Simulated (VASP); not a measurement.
# Ge (Fd-3m) in VASP: a series of runs

Ge is run at these levels: PBEsol; tasks: single point.

Program: VASP 6.6.1. These are calculated values, not measurements. Logs are shortened: lines on timing, memory, paths and dates and some standing lists are left out, and cuts for length are marked.

**Experimental background.**

From “Electronic and optical properties of SixGe1-x-ySny alloys lattice-matched to Ge”, 2021, arxiv:2109.02782, for a bulk crystal of Ge at 293 K: band gap 0.666 eV (indirect).

The runs below are set against these values where they give the same quantity.

## 1. The cell of the first run

It takes space group Fd-3m (No. 227, cubic). Conventional cell: a = 5.463 Å, b = 5.463 Å, c = 5.463 Å, α = 90.00°, β = 90.00°, γ = 90.00°. Ge (site symmetry -43m) has 4 Ge at 2.37 Å within 3.1 Å.

## 2. Single point, PBEsol

Input file INCAR:

```
SYSTEM = Ge
PREC = Accurate
ENCUT = 520
EDIFF = 1E-6
ISMEAR = -1
SIGMA = 0.1
LREAL = .False.
LASPH = .True.
NELM = 80
ALGO = Normal
ISIF = 2
LWAVE = .False.
LCHARG = .False.
GGA = PS
NBANDS = 21
```

Input file KPOINTS:

```
Automatic mesh
0
Gamma
  6 6 6
  0 0 0
```

Input file POSCAR:

```
Ge
1.0
    0.0000000000      2.7312825750      2.7312825750
    2.7312825750      0.0000000000      2.7312825750
    2.7312825750      2.7312825750      0.0000000000
Ge
2
Direct
    0.0000000000      0.0000000000      0.0000000000
    0.2500000000      0.2500000000      0.2500000000
```

Potentials or basis: VASP PAW PBE potentials, release 64 (Ge_d).

Started as:

```sh
> cat potpaw_PBE.64/Ge_d/POTCAR > POTCAR
> mpirun -np 1 vasp_std > vasp.out
```

OUTCAR:

```text
SYSTEM = Ge
   PREC = Accurate
   ENCUT = 520
   EDIFF = 1E-6
   ISMEAR = -1
   LREAL = .False.
   LASPH = .True.
   NELM = 80
   ISIF = 2
   GGA = PS

 ion  position               nearest neighbor table
   1  0.000  0.000  0.000-   2 2.37   2 2.37   2 2.37   2 2.37
   2  0.250  0.250  0.250-   1 2.37   1 2.37   1 2.37   1 2.37

  LATTYP: Found a face centered cubic cell.
 ALAT       =     5.4625651500

  Lattice vectors:

 A1 = (   0.0000000000,   2.7312825750,   2.7312825750)
 A2 = (   2.7312825750,   0.0000000000,   2.7312825750)
 A3 = (   2.7312825750,   2.7312825750,   0.0000000000)

Analysis of symmetry for initial positions (statically):
=====================================================================
 Subroutine PRICEL returns:
 Original cell was already a primitive cell.

 Routine SETGRP: Setting up the symmetry group for a
 face centered cubic supercell.

 Subroutine GETGRP returns: Found 48 space group operations
 (whereof 24 operations were pure point group operations)
 out of a pool of 48 trial point group operations.

The static configuration has the point symmetry T_d .
 The point group associated with its full space group is O_h .

Analysis of symmetry for dynamics (positions and initial velocities):
=====================================================================
 Subroutine PRICEL returns:
 Original cell was already a primitive cell.

 Routine SETGRP: Setting up the symmetry group for a
 face centered cubic supercell.

 Subroutine GETGRP returns: Found 48 space group operations
 (whereof 24 operations were pure point group operations)
 out of a pool of 48 trial point group operations.

The dynamic configuration has the point symmetry T_d .
 The point group associated with its full space group is O_h .

 Subroutine INISYM returns: Found 48 space group operations
 (whereof 24 operations are pure point group operations),
 and found     1 'primitive' translations

----------------------------------------------------------------------------------------

                                     Primitive cell

  volume of cell :      40.7502

  direct lattice vectors                    reciprocal lattice vectors
     0.000000000  2.731282575  2.731282575    -0.183064178  0.183064178  0.183064178
     2.731282575  0.000000000  2.731282575     0.183064178 -0.183064178  0.183064178
[... 69 lines left out ...]
   ICHARG =      2    charge: 1-file 2-atom 10-const
   ISPIN  =      1    spin polarized calculation?
   LNONCOLLINEAR =      F non collinear calculations
   LSORBIT =      F    spin-orbit coupling
   LASPH  =      T    aspherical Exc in radial PAW
   ENCUT  =  520.0 eV  38.22 Ry    6.18 a.u.   7.18  7.18  7.18*2*pi/ulx,y,z
   NELM   =     80;   NELMIN=  2; NELMDL= -5     # of ELM steps
   EDIFF  = 0.1E-05   stopping-criterion for ELM
   LREAL  =      F    real-space projection
   EDIFFG = 0.1E-04   stopping-criterion for IOM
   NSW    =      0    number of steps for IOM
   IBRION =     -1    ionic relax: 0-MD 1-quasi-New 2-CG
   NFREE  =      0    steps in history (QN), initial steepest desc. (CG)
   ISIF   =      2    stress and relaxation
   ISYM   =      2    0-nonsym 1-usesym 2-fastsym
   POTIM  = 0.5000    time-step for ionic-motion
   TEBEG  =    0.0;   TEEND  =   0.0 temperature during run
   PSTRESS=    0.0 pullay stress
   NELECT =      28.0000    total number of electrons
   NUPDOWN=      -1.0000    fix difference up-down
   EMIN   =  10.00;   EMAX   =-10.00  energy-range for DOS
   EFERMI =   0.00;   METHOD = LEGACY
   ISMEAR =    -1;   SIGMA  =   0.10  broadening in eV -4-tet -1-fermi 0-gaus
   EFERMI_NEDOS =   21; number of points for ismear=-14 and -15
   IALGO  =     38    algorithm
   IMIX   =      4    mixing-type and parameters
     AMIX     =   0.40;   BMIX     =  1.00
     AMIX_MAG =   1.60;   BMIX_MAG =  1.00
  volume/ion in A,a.u.               =      20.38       137.50
  Fermi-wavevector in a.u.,A,eV,Ry     =   1.444611  2.729919 28.394006  2.086901
  Thomas-Fermi vector in A             =   2.562886
   LORBIT       =      0    0 simple, 1 ext, 2 COOP (PROOUT), +10 PAW based schemes
   GGA     = PS    functional components
   LHFCALC =     F    Hartree Fock is set to
   AEXX    =    0.0000 exact exchange contribution
   IVDW    =     0    specifies the selected vdW correction
   LEPSILON=     F    determine dielectric tensor
   LRPA    =     F    only Hartree local field effects (RPA)
 non-spin polarized calculation
  energy-cutoff  :      520.00
  volume of cell :       40.75
 maximum number of plane-waves:      1113
 NGX is ok and might be reduce to    30
   NGX = 15   NGY = 15   NGZ = 15

 number of electron      27.9999973 magnetization

 Free energy of the ion-electron system (eV)
  ---------------------------------------------------
  ext. energy  EPLUGINS =         0.00000000
  ---------------------------------------------------
  free energy    TOTEN  =        -9.69226417 eV

  energy without entropy =       -9.68817241  energy(sigma->0) =       -9.69021829

 E-fermi :   6.0913     XC(G=0): -10.6346

 val. band max:        5.9555137157   @ k =   0.0000   0.0000   0.0000
 cond. band min:       6.3900456412   @ k =   0.3333   0.3333   0.0000
 fundamental gap:      0.4345319255
 Fermi energy:         6.0913253907

 k-point     1 :       0.0000    0.0000    0.0000
  band No.  band energies     occupation
      1     -18.9895      2.00000
      2     -18.9895      2.00000
      3     -18.9895      2.00000
      4     -18.9441      2.00000
      5     -18.9441      2.00000
      6     -18.6672      2.00000
[... 373 lines left out ...]
     20      17.7997      0.00000
     21      19.6279      0.00000

------------------------ aborting loop because EDIFF is reached ----------------------------------------

  FORCE on cell =-STRESS in cart. coord.  units (eV):
  Direction    XX          YY          ZZ          XY          YZ          ZX
  --------------------------------------------------------------------------------------
  -------------------------------------------------------------------------------------
  Total        2.5420858      2.5420858      2.5420858     -0.0000000     -0.0000000     -0.0000000
  in kB       99.9472607     99.9472607     99.9472607     -0.0000000     -0.0000000     -0.0000000
  external PRESSURE =      99.9472607 kB  Pullay stress =       0.0000000 kB

 VOLUME and BASIS-vectors are now :
 -----------------------------------------------------------------------------
  energy-cutoff  :      520.00
  volume of cell :       40.75
      direct lattice vectors                 reciprocal lattice vectors
     0.000000000  2.731282575  2.731282575    -0.183064178  0.183064178  0.183064178
     2.731282575  0.000000000  2.731282575     0.183064178 -0.183064178  0.183064178
     2.731282575  2.731282575  0.000000000     0.183064178  0.183064178 -0.183064178

 POSITION                                       TOTAL-FORCE (eV/Angst)
 -----------------------------------------------------------------------------------
      0.00000      0.00000      0.00000         0.000000      0.000000      0.000000
      1.36564      1.36564      1.36564        -0.000000     -0.000000     -0.000000
 -----------------------------------------------------------------------------------
    total drift:                                0.000000      0.000000      0.000000

  FREE ENERGIE OF THE ION-ELECTRON SYSTEM (eV)
  ---------------------------------------------------
  free  energy   TOTEN  =        -9.6922641680 eV

  energy  without entropy=       -9.6881724119  energy(sigma->0) =       -9.69021829
```

Run time: 19 s. Hardware: 1 thread of Intel Xeon Platinum 8488C (Sapphire Rapids), shared host; peak memory 0.16 GiB.

Results:

```
Free energy            : -9.6923 eV
Pressure               : 10.0 GPa
Band gap on the k mesh : 0.43 eV, indirect (least direct gap 0.99 eV)
```

Levels at points of the mesh, in eV from the valence-band top:
```csv
k point,band 11,band 12,band 13,band 14,band 15,band 16,band 17,band 18
"(0.00, 0.00, 0.00)",-13.65,0.00,0.00,0.00,0.99,2.56,2.56,2.56
"(0.50, 0.00, 0.00)",-11.28,-8.18,-1.58,-1.58,0.46,3.75,3.75,6.98
"(0.50, 0.50, 0.00)",-9.34,-9.34,-3.48,-3.48,0.51,0.51,10.39,10.39
```

Caveat: the PAW data sets were made with another functional, which shifts forces and pressure a little. A k mesh can miss the band edges.

## 3. Single point, PBEsol

This run uses another cell than the first one, of 20.94 Å³/atom, 1.028 times its volume.

Input file INCAR:

```
PREC = Accurate
ENCUT = 520
EDIFF = 1E-6
ISMEAR = -1
SIGMA = 0.1
LREAL = False
LASPH = True
NELM = 80
ALGO = Normal
ISIF = 2
LWAVE = False
LCHARG = False
GGA = PS
NBANDS = 21
```

Input file KPOINTS:

```
regular mesh
0
Gamma
  6 6 6
```

Input file POSCAR:

```
Ge
1.0
    0.0000000000      2.7563416131      2.7563416131
    2.7563416131      0.0000000000      2.7563416131
    2.7563416131      2.7563416131      0.0000000000
Ge
2
Direct
    0.0000000000      0.0000000000      0.0000000000
    0.2500000000      0.2500000000      0.2500000000
```

Potentials or basis: VASP PAW PBE potentials, release 64 (Ge_d).

Started as:

```sh
> cat potpaw_PBE.64/Ge_d/POTCAR > POTCAR
> mpirun -np 1 vasp_std > vasp.out
```

It took 17 s on 1 thread of Intel Xeon Platinum 8488C (Sapphire Rapids), shared host; peak memory 0.16 GiB.

The run converged. Its results:

| Quantity | Value |
| --- | --- |
| Free energy | -9.7528 eV |
| Pressure | 7.1 GPa |
| Band gap on the k mesh | 0.37 eV, indirect (least direct gap 0.72 eV) |

Levels at points of the mesh, in eV from the valence-band top:
```
           k point  band 12  band 13  band 14  band 15  band 16  band 17
(0.00, 0.00, 0.00)     0.00     0.00     0.00     0.72     2.56     2.56
(0.50, 0.00, 0.00)    -8.02    -1.54    -1.54     0.37     3.74     3.74
(0.50, 0.50, 0.00)    -9.22    -3.38    -3.38     0.55     0.55    10.15
```

Caveat: the PAW data sets were made with another functional, which shifts forces and pressure a little. A k mesh can miss the band edges.

## 4. Single point, PBEsol

This run uses another cell than the first one, of 21.51 Å³/atom, 1.056 times its volume.

Input file INCAR:

```
PREC = Accurate
ENCUT = 520
EDIFF = 1E-7
ISMEAR = -1
SIGMA = 0.1
LREAL = F
LASPH = T
NELM = 100
ALGO = Normal
ISIF = 2
LWAVE = F
LCHARG = F
GGA = PS
NBANDS = 21
```

KPOINTS is that of step 3.

Input file POSCAR:

```
Ge
1.0
    0.0000000000      2.7809531083      2.7809531083
    2.7809531083      0.0000000000      2.7809531083
    2.7809531083      2.7809531083      0.0000000000
Ge
2
Direct
    0.0000000000      0.0000000000      0.0000000000
    0.2500000000      0.2500000000      0.2500000000
```

Started as:

```sh
> cat potpaw_PBE.64/Ge_d/POTCAR > POTCAR
> mpirun -np 1 vasp_std > vasp.out
```

Wall time 13 s (1 thread of Intel Xeon Platinum 8488C (Sapphire Rapids), shared host); peak memory 0.16 GiB.

Results (log left out):

```yaml
Free_energy: -9.7942 eV
Pressure: 4.6 GPa
Band_gap_on_the_k_mesh: 0.28 eV, indirect (least direct gap 0.47 eV)
```

Levels at points of the mesh, in eV from the valence-band top:
```
           k point  band 10  band 11  band 12  band 13  band 14  band 15  band 16  band 17  band 18  band 19
(0.00, 0.00, 0.00)   -24.54   -13.20     0.00     0.00     0.00     0.47     2.55     2.55     2.55     6.34
(0.50, 0.00, 0.00)   -24.51   -10.97    -7.88    -1.49    -1.49     0.28     3.73     3.73     6.98    10.77
(0.50, 0.50, 0.00)   -24.50    -9.11    -9.11    -3.27    -3.27     0.59     0.59     9.92     9.92    12.04
```

Caveat: the PAW data sets were made with another functional, which shifts forces and pressure a little. A k mesh can miss the band edges.

## 5. Single point, PBEsol

This run uses another cell than the first one, of 22.07 Å³/atom, 1.083 times its volume.

Input file INCAR:

```
PREC = Accurate ; ENCUT = 520
EDIFF = 1E-6 ; ISMEAR = -1
SIGMA = 0.1 ; LREAL = F
LASPH = T ; NELM = 80
ALGO = Normal ; ISIF = 2
LWAVE = F ; LCHARG = F
GGA = PS ; NBANDS = 21
```

KPOINTS is that of step 4.

Input file POSCAR:

```
Ge
1.0
    0.0000000000      2.8051365231      2.8051365231
    2.8051365231      0.0000000000      2.8051365231
    2.8051365231      2.8051365231      0.0000000000
Ge
2
Direct
    0.0000000000      0.0000000000      0.0000000000
    0.2500000000      0.2500000000      0.2500000000
```

Started as:

```sh
> cat potpaw_PBE.64/Ge_d/POTCAR > POTCAR
> mpirun -np 1 vasp_std > vasp.out
```

Wall time 17 s (1 thread of Intel Xeon Platinum 8488C (Sapphire Rapids), shared host); peak memory 0.16 GiB.

Results (log left out):

```yaml
Free_energy: -9.8193 eV
Pressure: 2.4 GPa
Band_gap_on_the_k_mesh: 0.20 eV, indirect (least direct gap 0.23 eV)
```

Levels at points of the mesh, in eV from the valence-band top:
```csv
k point,band 12,band 13,band 14,band 15,band 16,band 17
"(0.00, 0.00, 0.00)",0.00,0.00,0.00,0.23,2.54,2.54
"(0.50, 0.00, 0.00)",-7.75,-1.45,-1.45,0.20,3.72,3.72
"(0.50, 0.50, 0.00)",-9.00,-3.18,-3.18,0.63,0.63,9.70
```

Caveat: the PAW data sets were made with another functional, which shifts forces and pressure a little.

## 6. Overview

| cell | gap on the mesh (eV) | pressure (GPa) |
| --- | --- | --- |
| a = 3.863 Å, angles 60.0°, 2 atoms | 0.43 | 10.0 |
| a = 3.898 Å, angles 60.0°, 2 atoms | 0.37 | 7.1 |
| a = 3.933 Å, angles 60.0°, 2 atoms | 0.28 | 4.6 |
| a = 3.967 Å, angles 60.0°, 2 atoms | 0.20 | 2.4 |

Alike in all rows: task single point; level PBEsol; potentials or basis VASP PAW PBE potentials, release 64 (Ge_d); no spin polarisation; k mesh 6 × 6 × 6; cutoff (eV) 520; smearing fermi-dirac 0.1 eV.

Caveats: the PAW data sets were made with another functional, which shifts forces and pressure a little.

Total energies depend on the potentials used, so only differences within one code and one set of settings carry meaning.

## 7. Comparison with measurements

Step 5. A measured gap of Ge is 0.666 eV (indirect; 293 K; “Electronic and optical properties of SixGe1-x-ySny alloys lattice-matched to Ge”, 2021, arxiv:2109.02782); the calculated 0.20 eV misses it by -0.47 eV. 3 values of this kind are on record (0.666 to 0.807 eV); this one was drawn at random among those near their median. Spin-orbit coupling on Ge is left out. The value is that of PBEsol on a finite k mesh, which can miss the band edges, without temperature or zero-point motion. Semilocal functionals fall short of measured gaps as a rule.
